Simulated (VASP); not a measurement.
# LiH in VASP: further runs

LiH is run at these levels: PBEsol; tasks: single point, relaxation of cell and atoms.

Everything below comes from runs of VASP 6.6.1. Logs are shortened: lines on timing, memory, paths and dates and some standing lists are left out, and cuts for length are marked.

### Step 1. The cell of the first run

The structure is tetragonal, space group I4/mmm (No. 139). Conventional cell: a = 2.814 Å, b = 2.814 Å, c = 3.900 Å, α = 90.00°, β = 90.00°, γ = 90.00°. Within 2.6 Å of Li (site symmetry 4/mmm) lie 6 H at 1.95 to 1.99 Å. Within 2.6 Å of H (site symmetry 4/mmm) lie 6 Li at 1.95 to 1.99 Å.

### Step 2. Single point, PBEsol (strain along c alone, the other axes held: -2.0 %)

The input, INCAR:

```
PREC = Accurate
ENCUT = 520
EDIFF = 1E-7
ISMEAR = 0
SIGMA = 0.02
LREAL = F
LASPH = T
NELM = 80
ALGO = Normal
ISIF = 2
LWAVE = F
LCHARG = F
GGA = PS
NBANDS = 12
```

The input, KPOINTS:

```
Automatic mesh
0
Gamma
  8 8 6
```

The input, POSCAR:

```
LiH
1.0
    1.9899771082      1.9899771082      0.0000000000
   -1.9899771082      1.9899771082      0.0000000000
    0.0000000000      0.0000000000      3.9003551320
Li H
2 2
Direct
    0.0000000000      0.0000000000      0.0000000000
    0.5000000000      0.5000000000      0.5000000000
    0.5000000000      0.5000000000      0.0000000000
    0.0000000000      0.0000000000      0.5000000000
```

Potentials or basis: VASP PAW PBE potentials, release 64 (Li_sv, H).

Started as:

```
$ cat potpaw_PBE.64/Li_sv/POTCAR potpaw_PBE.64/H/POTCAR > POTCAR
$ mpirun -np 1 vasp_std > vasp.out
```

OUTCAR:

```text
PREC = Accurate
   ENCUT = 520
   EDIFF = 1E-7
   ISMEAR = 0
   LREAL = F
   LASPH = T
   NELM = 80
   ISIF = 2
   GGA = PS

 ion  position               nearest neighbor table
   1  0.000  0.000  0.000-
   2  0.500  0.500  0.500-
   3  0.500  0.500  0.000-
   4  0.000  0.000  0.500-

  LATTYP: Found a simple tetragonal cell.
 ALAT       =     2.8142526152
 C/A-ratio  =     1.3859292911

  Lattice vectors:

 A1 = (   1.9899771082,   1.9899771082,   0.0000000000)
 A2 = (  -1.9899771082,   1.9899771082,   0.0000000000)
 A3 = (   0.0000000000,   0.0000000000,   3.9003551320)

Analysis of symmetry for initial positions (statically):
=====================================================================
 Subroutine PRICEL returns following result:

  LATTYP: Found a body centered tetragonal cell.
 ALAT       =     2.8142526152
 C/A-ratio  =     1.3859292911

  Lattice vectors:

 A1 = (   0.0000000000,  -1.9899771082,  -1.9501775660)
 A2 = (   0.0000000000,   1.9899771082,  -1.9501775660)
 A3 = (   1.9899771082,   0.0000000000,   1.9501775660)

   2 primitive cells build up your supercell.

 Routine SETGRP: Setting up the symmetry group for a
 simple tetragonal supercell.

 Subroutine GETGRP returns: Found 16 space group operations
 (whereof 16 operations were pure point group operations)
 out of a pool of 16 trial point group operations.

The static configuration has the point symmetry D_4h.

Analysis of symmetry for dynamics (positions and initial velocities):
=====================================================================
 Subroutine PRICEL returns following result:

  LATTYP: Found a body centered tetragonal cell.
 ALAT       =     2.8142526152
 C/A-ratio  =     1.3859292911

  Lattice vectors:

 A1 = (   0.0000000000,  -1.9899771082,  -1.9501775660)
 A2 = (   0.0000000000,   1.9899771082,  -1.9501775660)
 A3 = (   1.9899771082,   0.0000000000,   1.9501775660)

   2 primitive cells build up your supercell.

 Routine SETGRP: Setting up the symmetry group for a
 simple tetragonal supercell.

 Subroutine GETGRP returns: Found 16 space group operations
 (whereof 16 operations were pure point group operations)
 out of a pool of 16 trial point group operations.

[... 99 lines left out ...]
   NELM   =     80;   NELMIN=  2; NELMDL= -5     # of ELM steps
   EDIFF  = 0.1E-06   stopping-criterion for ELM
   LREAL  =      F    real-space projection
   EDIFFG = 0.1E-05   stopping-criterion for IOM
   NSW    =      0    number of steps for IOM
   IBRION =     -1    ionic relax: 0-MD 1-quasi-New 2-CG
   NFREE  =      0    steps in history (QN), initial steepest desc. (CG)
   ISIF   =      2    stress and relaxation
   ISYM   =      2    0-nonsym 1-usesym 2-fastsym
   POTIM  = 0.5000    time-step for ionic-motion
   TEBEG  =    0.0;   TEEND  =   0.0 temperature during run
   PSTRESS=    0.0 pullay stress
   NELECT =       8.0000    total number of electrons
   NUPDOWN=      -1.0000    fix difference up-down
   EMIN   =  10.00;   EMAX   =-10.00  energy-range for DOS
   EFERMI =   0.00;   METHOD = LEGACY
   ISMEAR =     0;   SIGMA  =   0.02  broadening in eV -4-tet -1-fermi 0-gaus
   EFERMI_NEDOS =   21; number of points for ismear=-14 and -15
   IALGO  =     38    algorithm
   IMIX   =      4    mixing-type and parameters
     AMIX     =   0.40;   BMIX     =  1.00
     AMIX_MAG =   1.60;   BMIX_MAG =  1.00
  volume/ion in A,a.u.               =       7.72        52.12
  Fermi-wavevector in a.u.,A,eV,Ry     =   1.043505  1.971939 14.815433  1.088904
  Thomas-Fermi vector in A             =   2.178218
   LORBIT       =      0    0 simple, 1 ext, 2 COOP (PROOUT), +10 PAW based schemes
   GGA     = PS    functional components
   LHFCALC =     F    Hartree Fock is set to
   AEXX    =    0.0000 exact exchange contribution
   IVDW    =     0    specifies the selected vdW correction
   LEPSILON=     F    determine dielectric tensor
   LRPA    =     F    only Hartree local field effects (RPA)
 non-spin polarized calculation
 Gauss-broadening in eV      SIGMA  =   0.02
  energy-cutoff  :      520.00
  volume of cell :       30.89
 maximum number of plane-waves:       856
 NGX is ok and might be reduce to    24
   NGX = 11   NGY = 11   NGZ = 15

 number of electron       8.0000005 magnetization

 Free energy of the ion-electron system (eV)
  ---------------------------------------------------
  ext. energy  EPLUGINS =         0.00000000
  ---------------------------------------------------
  free energy    TOTEN  =       -12.23583581 eV

  energy without entropy =      -12.23583581  energy(sigma->0) =      -12.23583581

 E-fermi :   0.5676     XC(G=0):  -8.7456

 val. band max:        0.4639765718   @ k =   0.0000   0.0000   0.0000
 cond. band min:       2.9749956586   @ k =   0.5000   0.5000   0.0000
 fundamental gap:      2.5110190868
 Fermi energy:         0.5675952386

 k-point     1 :       0.0000    0.0000    0.0000
  band No.  band energies     occupation
      1     -43.3139      2.00000
      2     -43.2358      2.00000
      3      -5.3446      2.00000
      4       0.4640      2.00000
      5       3.2601      0.00000
      6      10.9566      0.00000
      7      10.9566      0.00000
      8      14.0847      0.00000
      9      16.9950      0.00000
     10      18.0239      0.00000
     11      18.3881      0.00000
     12      18.5669      0.00000
[... 331 lines left out ...]
 k-point    24 :       0.5000    0.1250    0.1667
  band No.  band energies     occupation
      1     -43.2536      2.00000
      2     -43.2536      2.00000
      3      -2.2620      2.00000
      4      -2.2620      2.00000
      5       6.5204      0.00000
      6       6.5204      0.00000
      7      10.0601      0.00000
      8      10.0601      0.00000
      9      14.1306      0.00000
     10      14.1306      0.00000
     11      17.1211      0.00000
     12      17.1211      0.00000

 [... further k-points ...]
[... 5 lines left out ...]
  --------------------------------------------------------------------------------------
  -------------------------------------------------------------------------------------
  Total        0.0096293      0.0096293      0.3486259      0.0000000     -0.0000000      0.0000000
  in kB        0.4994292      0.4994292     18.0817272      0.0000000     -0.0000000      0.0000000
  external PRESSURE =       6.3601952 kB  Pullay stress =       0.0000000 kB

 VOLUME and BASIS-vectors are now :
 -----------------------------------------------------------------------------
  energy-cutoff  :      520.00
  volume of cell :       30.89
      direct lattice vectors                 reciprocal lattice vectors
     1.989977108  1.989977108  0.000000000     0.251259172  0.251259172  0.000000000
    -1.989977108  1.989977108  0.000000000    -0.251259172  0.251259172  0.000000000
     0.000000000  0.000000000  3.900355132     0.000000000  0.000000000  0.256386910

 POSITION                                       TOTAL-FORCE (eV/Angst)
 -----------------------------------------------------------------------------------
      0.00000      0.00000      0.00000        -0.000000      0.000000      0.000000
      0.00000      1.98998      1.95018         0.000000     -0.000000     -0.000000
      0.00000      1.98998      0.00000         0.000000      0.000000     -0.000000
      0.00000      0.00000      1.95018         0.000000      0.000000      0.000000
 -----------------------------------------------------------------------------------
    total drift:                               -0.000000      0.000000     -0.000000

  FREE ENERGIE OF THE ION-ELECTRON SYSTEM (eV)
  ---------------------------------------------------
  free  energy   TOTEN  =       -12.2358358126 eV

  energy  without entropy=      -12.2358358126  energy(sigma->0) =      -12.23583581
```

OSZICAR:

```text
N       E                     dE             d eps       ncg     rms          rms(c)
DAV:   1     0.144806410289E+02    0.14481E+02   -0.32994E+03  1440   0.646E+02
DAV:   2    -0.103988887710E+02   -0.24880E+02   -0.24347E+02  1856   0.132E+02
DAV:   3    -0.126386933510E+02   -0.22398E+01   -0.22270E+01  2384   0.281E+01
DAV:   4    -0.126891960394E+02   -0.50503E-01   -0.50491E-01  1772   0.396E+00
DAV:   5    -0.126897757648E+02   -0.57973E-03   -0.57972E-03  1928   0.363E-01    0.384E+00
DAV:   6    -0.123477997187E+02    0.34198E+00   -0.22461E-01  1660   0.173E+00    0.193E+00
DAV:   7    -0.122326345742E+02    0.11517E+00   -0.30707E-01  1796   0.226E+00    0.291E-01
DAV:   8    -0.122359539989E+02   -0.33194E-02   -0.17023E-02  1716   0.865E-01    0.785E-02
DAV:   9    -0.122358335268E+02    0.12047E-03   -0.58565E-04  1920   0.111E-01    0.248E-02
DAV:  10    -0.122358354539E+02   -0.19271E-05   -0.45704E-05  1712   0.478E-02    0.595E-03
DAV:  11    -0.122358357927E+02   -0.33881E-06   -0.20742E-06  1924   0.122E-02    0.223E-03
DAV:  12    -0.122358359843E+02   -0.19162E-06   -0.14959E-07  1464   0.288E-03    0.212E-03
DAV:  13    -0.122358358102E+02    0.17411E-06   -0.56477E-08  1472   0.218E-03    0.144E-04
DAV:  14    -0.122358358126E+02   -0.24054E-08   -0.82427E-09   928   0.714E-04
   1 F= -.12235836E+02 E0= -.12235836E+02  d E =-.646786E-16
```

stdout:

```text
POSCAR found type information on POSCAR LiH
 POSCAR found :  2 types and       4 ions
 scaLAPACK will be used
 -----------------------------------------------------------------------------
|                                                                             |
|                                                                             |
|     You enforced a specific xc type in the INCAR file but a different       |
|     I HOPE YOU KNOW WHAT YOU ARE DOING!                                     |
|                                                                             |
 -----------------------------------------------------------------------------

 LDA part: xc-table for (Slater+PW92), standard interpolation
 POSCAR, INCAR and KPOINTS ok, starting setup
 FFT: planning ... GRIDC
 FFT: planning ... GRID_SOFT
 FFT: planning ... GRID
 WAVECAR not read
 entering main loop
```

Run time: 13 s. Hardware: 1 thread of Intel Xeon Platinum 8259CL at 2.50GHz (Skylake/Cascade Lake), shared host; peak memory 0.14 GiB.

What came out:

- Free energy: -12.2358 eV
- Band gap on the k mesh: 2.51 eV

Levels at points of the mesh, in eV from the valence-band top:
```tsv
k point	band 2	band 3	band 4	band 5	band 6	band 7
(0.00, 0.00, 0.00)	-43.70	-5.81	0.00	2.80	10.49	10.49
(0.50, 0.00, 0.00)	-43.72	-2.98	-2.98	7.43	7.43	8.33
(0.50, 0.50, 0.00)	-43.70	-0.16	-0.16	2.51	2.51	10.74
(0.00, 0.00, 0.50)	-43.74	-4.22	-4.22	10.75	10.75	12.85
(0.50, 0.00, 0.50)	-43.72	-2.94	-2.94	4.70	4.70	13.80
(0.50, 0.50, 0.50)	-43.70	-0.44	-0.44	4.93	4.93	4.93
```

Caveat: the cell differs from its parent crystal (strain along c alone, the other axes held: -2.0 %); the cutoff is under 1.25 times the usual one of these potentials, so pressure, stress and relaxed cells hold a basis-set (Pulay) error; the PAW data sets were made with another functional, which shifts forces and pressure a little.

(Continued in part 2 of 2.)
